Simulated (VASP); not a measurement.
A run of VASP 6.6.1 is set up as follows.

Contents of INCAR:

```
  PREC = Accurate
  ENCUT = 520
  EDIFF = 1E-6
  ISMEAR = 0
  SIGMA = 0.1
  LREAL = False
  LASPH = True
  NELM = 80
  ALGO = Fast
  ISIF = 2
  LWAVE = False
  LCHARG = True
  GGA = PS
  LELF = True
  LVHAR = True
  NBANDS = 13
```

The input KPOINTS:

```
regular mesh
0
Gamma
  12 12 12
```

POSCAR

```
CaBe
1.0
    3.4811347150      0.0000000000      0.0000000000
    0.0000000000      2.4618736707      2.4619127057
    0.0000000000     -2.4618736707      2.4619127057
Ca Be
1 1
Direct
    0.5000000000      0.7500000000      0.7500000000
    0.0000000000      0.2500000000      0.2500000000
```

Potentials or basis: VASP PAW PBE potentials, release 64 (Ca_sv, Be).

Run with:

```console
$ cat potpaw_PBE.64/Ca_sv/POTCAR potpaw_PBE.64/Be/POTCAR > POTCAR
$ mpirun -np 1 vasp_std > vasp.out
```

Problem. Estimate the pressure.

Solution. 0.1 GPa.

Problem. Predict the band gap on the k mesh.

Solution. Zero (band 6 reaches 4.48 eV, above the bottom of band 7 at 2.04 eV).

Caveat: the PAW data sets were made with another functional, which shifts forces and pressure a little.
